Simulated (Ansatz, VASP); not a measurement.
# One calculation of MgS, two programs

```xyz
2
Lattice="-0.0343 2.8197 2.8197 2.8197 -0.0343 2.8197 2.8197 2.8197 -0.0343" Properties=species:S:1:pos:R:3 pbc="T T T"
Mg   -0.0066   -0.0066   -0.0066
S     1.4079    1.4079    1.4079
```

Alike in both runs: task single point; functional PBEsol; k mesh 6 × 6 × 6; no spin polarisation.

```csv
,VASP,Ansatz
version,VASP 6.6.1,Ansatz 0.2.0
potentials or method,"VASP PAW PBE potentials, release 64 (Mg, S), cutoff 600 eV","scalar-relativistic, all-electron LAPW"
occupations,"gaussian, width 0.01 eV",fixed
```

|  | VASP | Ansatz | Ansatz less VASP |
| --- | --- | --- | --- |
| gap on the k mesh at the Fermi level (eV) | 3.19 | 3.19 | -0.001 |
| least direct gap on the mesh (eV) | 3.19 | 3.19 | -0.001 |

VASP's potentials were made for PBE, not for PBEsol. Ansatz ran all-electron here, and VASP with PAW potentials.
